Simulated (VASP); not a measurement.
# MoS2 (P-3m1) in VASP: single point with r2SCAN

Aim: the single point of MoS2 with r2SCAN.

Everything below comes from runs of VASP 6.6.1. Logs are shortened: lines on timing, memory, paths and dates and some standing lists are left out, and cuts for length are marked.

### Step 1. The cell of the first run

It takes space group P-3m1 (No. 164, trigonal). The conventional cell has a = 3.227 Å, b = 3.227 Å, c = 6.312 Å, α = 90.00°, β = 90.00°, γ = 120.00°. Mo (site symmetry -3m) has 6 S at 2.42 Å within 3.2 Å. Within 3.2 Å of S (site symmetry 3m) lie 3 Mo at 2.42 Å.

### Step 2. Single point, r2SCAN

POSCAR

```
MoS2
1.0
    3.2274650000      0.0000000000      0.0000000000
   -1.6137320000      2.7950660000      0.0000000000
    0.0000000000      0.0000000000      6.3124730000
Mo S
1 2
Direct
    0.0000000000      0.0000000000      0.5000000000
    0.3333333333      0.6666666667      0.2553190000
    0.6666666667      0.3333333333      0.7446810000
```

INCAR.step1

```
SYSTEM = MoS2
PREC = Accurate
ENCUT = 520
ISMEAR = -1
SIGMA = 0.1
LREAL = .FALSE.
LASPH = .TRUE.
NELM = 60
NBANDS = 20
GGA = PE
ALGO = Normal
EDIFF = 1E-4
LWAVE = .TRUE.
LCHARG = .FALSE.
```

INCAR.step2

```
SYSTEM = MoS2
PREC = Accurate
ENCUT = 520
EDIFF = 1E-7
ISMEAR = -1
SIGMA = 0.1
LREAL = .FALSE.
LASPH = .TRUE.
NELM = 60
ALGO = Normal
ISIF = 2
LWAVE = .FALSE.
LCHARG = .TRUE.
METAGGA = R2SCAN
LMIXTAU = .TRUE.
LELF = .TRUE.
LVHAR = .TRUE.
NBANDS = 20
ISTART = 1
```

KPOINTS

```
regular mesh
0
G
  10 10 5
  0 0 0
```

Potentials or basis: VASP PAW PBE potentials, release 64 (Mo_sv, S).

Started as:

```console
cat potpaw_PBE.64/Mo_sv/POTCAR potpaw_PBE.64/S/POTCAR > POTCAR
cp INCAR.step1 INCAR
mpirun -np 1 vasp_std > vasp.out
cp INCAR.step2 INCAR
mpirun -np 1 vasp_std > vasp.out
```

OUTCAR:

```text
SYSTEM = MoS2
   PREC = Accurate
   ENCUT = 520
   EDIFF = 1E-7
   ISMEAR = -1
   LREAL = .FALSE.
   LASPH = .TRUE.
   NELM = 60
   ISIF = 2
   METAGGA = R2SCAN
   ISTART = 1

 ion  position               nearest neighbor table
   1  0.000  0.000  0.500-   2 2.42   3 2.42   3 2.42   2 2.42   3 2.42   2 2.42
   2  0.333  0.667  0.255-   1 2.42   1 2.42   1 2.42
   3  0.667  0.333  0.745-   1 2.42   1 2.42   1 2.42

  LATTYP: Found a hexagonal cell.
 ALAT       =     3.2274650000
 C/A-ratio  =     1.9558610241

  Lattice vectors:

 A1 = (   3.2274650000,   0.0000000000,   0.0000000000)
 A2 = (  -1.6137320000,   2.7950660000,   0.0000000000)
 A3 = (   0.0000000000,   0.0000000000,   6.3124730000)

Analysis of symmetry for initial positions (statically):
=====================================================================
 Subroutine PRICEL returns:
 Original cell was already a primitive cell.

 Routine SETGRP: Setting up the symmetry group for a
 hexagonal supercell.

 Subroutine GETGRP returns: Found 12 space group operations
 (whereof 12 operations were pure point group operations)
 out of a pool of 24 trial point group operations.

The static configuration has the point symmetry D_3d.

Analysis of symmetry for dynamics (positions and initial velocities):
=====================================================================
 Subroutine PRICEL returns:
 Original cell was already a primitive cell.

 Routine SETGRP: Setting up the symmetry group for a
 hexagonal supercell.

 Subroutine GETGRP returns: Found 12 space group operations
 (whereof 12 operations were pure point group operations)
 out of a pool of 24 trial point group operations.

The dynamic configuration has the point symmetry D_3d.

 Subroutine INISYM returns: Found 12 space group operations
 (whereof 12 operations are pure point group operations),
 and found     1 'primitive' translations

----------------------------------------------------------------------------------------

                                     Primitive cell

  volume of cell :      56.9447

  direct lattice vectors                    reciprocal lattice vectors
     3.227465000  0.000000000  0.000000000     0.309840695  0.178886597  0.000000000
    -1.613732000  2.795066000  0.000000000     0.000000000  0.357773305  0.000000000
     0.000000000  0.000000000  6.312473000     0.000000000  0.000000000  0.158416519

  length of vectors
     3.227465000  3.227464161  6.312473000     0.357773212  0.357773305  0.158416519

  position of ions in fractional coordinates (direct lattice)
     0.000000000  0.000000000  0.500000000
     0.333333333  0.666666667  0.255319000
     0.666666667  0.333333333  0.744681000

  ion indices of the primitive-cell ions
   primitive index   ion index
                 1           1
                 2           2
                 3           3

----------------------------------------------------------------------------------------

 KPOINTS: regular mesh

Automatic generation of k-mesh.
 Grid dimensions read from file:
 generate k-points for:   10   10    5

 Generating k-lattice:

  Cartesian coordinates                     Fractional coordinates (reciprocal lattice)
     0.030984070  0.017888660  0.000000000     0.100000000 -0.000000000  0.000000000
     0.000000000  0.035777330  0.000000000     0.000000000  0.100000000  0.000000000
     0.000000000  0.000000000  0.031683304     0.000000000  0.000000000  0.200000000

  Length of vectors
     0.035777321  0.035777330  0.031683304

  Shift w.r.t. Gamma in fractional coordinates (k-lattice)
     0.000000000  0.000000000  0.000000000

 Subroutine IBZKPT returns following result:
 ===========================================

 Found     58 irreducible k-points:

 Following reciprocal coordinates:
            Coordinates               Weight
  0.000000  0.000000  0.000000      1.000000
  0.100000 -0.000000  0.000000      6.000000
  0.200000 -0.000000  0.000000      6.000000
  0.300000 -0.000000  0.000000      6.000000
  0.400000 -0.000000  0.000000      6.000000
  0.500000 -0.000000  0.000000      3.000000
[... 16 lines left out ...]
  0.000000  0.400000  0.200000      6.000000
  0.500000 -0.000000  0.200000      6.000000
 [... further k-points ...]
   k-points           NKPTS =     58   k-points in BZ     NKDIM =     58   number of bands    NBANDS=     20
   number of dos      NEDOS =    301   number of ions     NIONS =      3
   total plane-waves  NPLWV =  27648
   dimension x,y,z NGX =    24 NGY =   24 NGZ =   48
   dimension x,y,z NGXF=    48 NGYF=   48 NGZF=   96
   ions per type =               1   2
   NGX,Y,Z   is equivalent  to a cutoff of  12.36, 12.36, 12.64 a.u.
   NGXF,Y,Z  is equivalent  to a cutoff of  24.72, 24.72, 25.28 a.u.
 SYSTEM =  MoS2
   PREC   = accura    normal or accurate (medium, high low for compatibility)
   ISTART =      1    job   : 0-new  1-cont  2-samecut
   ICHARG =      0    charge: 1-file 2-atom 10-const
   ISPIN  =      1    spin polarized calculation?
   LNONCOLLINEAR =      F non collinear calculations
   LSORBIT =      F    spin-orbit coupling
   LASPH  =      T    aspherical Exc in radial PAW
   ENCUT  =  520.0 eV  38.22 Ry    6.18 a.u.   6.00  6.00 11.74*2*pi/ulx,y,z
   NELM   =     60;   NELMIN=  2; NELMDL=  0     # of ELM steps
   EDIFF  = 0.1E-06   stopping-criterion for ELM
   LREAL  =      F    real-space projection
   EDIFFG = 0.1E-05   stopping-criterion for IOM
   NSW    =      0    number of steps for IOM
   IBRION =     -1    ionic relax: 0-MD 1-quasi-New 2-CG
   NFREE  =      0    steps in history (QN), initial steepest desc. (CG)
   ISIF   =      2    stress and relaxation
   ISYM   =      2    0-nonsym 1-usesym 2-fastsym
   POTIM  = 0.5000    time-step for ionic-motion
   TEBEG  =    0.0;   TEEND  =   0.0 temperature during run
   PSTRESS=    0.0 pullay stress
   NELECT =      26.0000    total number of electrons
   NUPDOWN=      -1.0000    fix difference up-down
   EMIN   =  10.00;   EMAX   =-10.00  energy-range for DOS
   EFERMI =   0.00;   METHOD = LEGACY
   ISMEAR =    -1;   SIGMA  =   0.10  broadening in eV -4-tet -1-fermi 0-gaus
   EFERMI_NEDOS =   21; number of points for ismear=-14 and -15
   IALGO  =     38    algorithm
   IMIX   =      4    mixing-type and parameters
     AMIX     =   0.40;   BMIX     =  1.00
     AMIX_MAG =   1.60;   BMIX_MAG =  1.00
  volume/ion in A,a.u.               =      18.98       128.09
  Fermi-wavevector in a.u.,A,eV,Ry     =   1.260612  2.382212 21.621611  1.589144
  Thomas-Fermi vector in A             =   2.394113
   LORBIT       =      0    0 simple, 1 ext, 2 COOP (PROOUT), +10 PAW based schemes
   METAGGA = R2SCAN    functional components
   LHFCALC =     F    Hartree Fock is set to
   AEXX    =    0.0000 exact exchange contribution
   IVDW    =     0    specifies the selected vdW correction
   LEPSILON=     F    determine dielectric tensor
   LRPA    =     F    only Hartree local field effects (RPA)
 non-spin polarized calculation
  energy-cutoff  :      520.00
  volume of cell :       56.94
 maximum number of plane-waves:      1556
   NGX = 13   NGY = 13   NGZ = 23

 number of electron      26.0000001 magnetization

 Free energy of the ion-electron system (eV)
  ---------------------------------------------------
  ext. energy  EPLUGINS =         0.00000000
  ---------------------------------------------------
  free energy    TOTEN  =       -44.17685641 eV

  energy without entropy =      -44.13827925  energy(sigma->0) =      -44.15756783

 E-fermi :   6.8387     XC(G=0): -11.0991

 val. band max:        6.7763914388   @ k =   0.1000  -0.0000   0.0000
 cond. band min:       6.8851863898   @ k =   0.2000   0.2000   0.4000
 fundamental gap:      0.1087949510
 Fermi energy:         6.8387243468

 k-point     1 :       0.0000    0.0000    0.0000
  band No.  band energies     occupation
      1     -56.9698      2.00000
      2     -30.2725      2.00000
      3     -30.2397      2.00000
      4     -30.2397      2.00000
      5      -8.7283      2.00000
      6      -7.2214      2.00000
[... 12 lines left out ...]
     19      13.7124      0.00000
     20      16.9031      0.00000

 k-point     2 :       0.1000   -0.0000    0.0000
  band No.  band energies     occupation
      1     -56.9665      2.00000
      2     -30.2734      2.00000
      3     -30.2656      2.00000
      4     -30.2474      2.00000
      5      -8.5722      2.00000
      6      -7.1910      2.00000
[... 12 lines left out ...]
     19      14.2010      0.00000
     20      16.5170      0.00000

 k-point     3 :       0.2000   -0.0000    0.0000
  band No.  band energies     occupation
      1     -56.9580      2.00000
      2     -30.3607      2.00000
      3     -30.2675      2.00000
      4     -30.2477      2.00000
      5      -8.1384      2.00000
      6      -7.1064      2.00000
[... 12 lines left out ...]
     19      15.1412      0.00000
     20      16.2343      0.00000

 k-point     4 :       0.3000   -0.0000    0.0000
  band No.  band energies     occupation
      1     -56.9473      2.00000
      2     -30.4671      2.00000
      3     -30.2923      2.00000
      4     -30.2254      2.00000
      5      -7.5587      2.00000
      6      -6.9617      2.00000
[... 12 lines left out ...]
     19      14.6161      0.00000
     20      15.2514      0.00000

 k-point     5 :       0.4000   -0.0000    0.0000
  band No.  band energies     occupation
      1     -56.9387      2.00000
      2     -30.5519      2.00000
      3     -30.3122      2.00000
      4     -30.2072      2.00000
      5      -7.1815      2.00000
      6      -6.6390      2.00000
[... 12 lines left out ...]
     19      14.0627      0.00000
     20      15.2248      0.00000
[... 353 lines left out ...]
      6      -7.0605      2.00000
[... 12 lines left out ...]
     19      15.0915      0.00000
     20      15.1600      0.00000

 k-point    22 :       0.4000   -0.0000    0.2000
  band No.  band energies     occupation
      1     -56.9387      2.00000
      2     -30.5519      2.00000
      3     -30.3122      2.00000
      4     -30.2072      2.00000
      5      -7.2355      2.00000
      6      -6.5648      2.00000
[... 12 lines left out ...]
     19      13.6835      0.00000
     20      16.0889      0.00000

 k-point    23 :       0.0000    0.4000    0.2000
  band No.  band energies     occupation
      1     -56.9387      2.00000
      2     -30.5519      2.00000
      3     -30.3122      2.00000
      4     -30.2072      2.00000
      5      -7.1484      2.00000
      6      -6.6807      2.00000
[... 12 lines left out ...]
     19      13.9677      0.00000
     20      15.0133      0.00000

 k-point    24 :       0.5000   -0.0000    0.2000
  band No.  band energies     occupation
      1     -56.9354      2.00000
      2     -30.5840      2.00000
      3     -30.3198      2.00000
      4     -30.2003      2.00000
      5      -7.1286      2.00000
      6      -6.3697      2.00000
[... 12 lines left out ...]
     19      13.7468      0.00000
     20      15.0343      0.00000

 [... further k-points ...]

------------------------ aborting loop because EDIFF is reached ----------------------------------------

  FORCE on cell =-STRESS in cart. coord.  units (eV):
  Direction    XX          YY          ZZ          XY          YZ          ZX
  --------------------------------------------------------------------------------------
  -------------------------------------------------------------------------------------
  Total        0.0050624      0.0050624      0.1658101      0.0000000      0.0000000      0.0000000
  in kB        0.1424328      0.1424328      4.6651801      0.0000000      0.0000000      0.0000000
  external PRESSURE =       1.6500152 kB  Pullay stress =       0.0000000 kB

 VOLUME and BASIS-vectors are now :
 -----------------------------------------------------------------------------
  energy-cutoff  :      520.00
  volume of cell :       56.94
      direct lattice vectors                 reciprocal lattice vectors
     3.227465000  0.000000000  0.000000000     0.309840695  0.178886597  0.000000000
    -1.613732000  2.795066000  0.000000000     0.000000000  0.357773305  0.000000000
     0.000000000  0.000000000  6.312473000     0.000000000  0.000000000  0.158416519

 POSITION                                       TOTAL-FORCE (eV/Angst)
 -----------------------------------------------------------------------------------
      0.00000      0.00000      3.15624        -0.000000      0.000000      0.000000
      0.00000      1.86338      1.61169        -0.000000      0.000000     -0.072704
      1.61373      0.93169      4.70078         0.000000     -0.000000      0.072704
 -----------------------------------------------------------------------------------
    total drift:                                0.000000      0.000000      0.000000

  FREE ENERGIE OF THE ION-ELECTRON SYSTEM (eV)
  ---------------------------------------------------
  free  energy   TOTEN  =       -44.1768564099 eV

  energy  without entropy=      -44.1382792544  energy(sigma->0) =      -44.15756783
```

It used 400 s of CPU time on 1 thread of AMD EPYC 7R13 Processor (Zen 3), with other jobs on the host.

What came out:

```yaml
Free_energy: -44.1769 eV
Pressure: 0.2 GPa
Largest_force: 0.073 eV/Å
Band_gap_on_the_k_mesh: zero (band 13 reaches 7.29 eV, above the bottom of band 14 at 6.35 eV)
```

Forces in eV/Å, atoms in the order of the input:
```
Mo   0.000  0.000  0.000
S    0.000  0.000 -0.073
S    0.000  0.000  0.073
```

Caveat: the PAW data sets were made with another functional, which shifts forces and pressure a little.
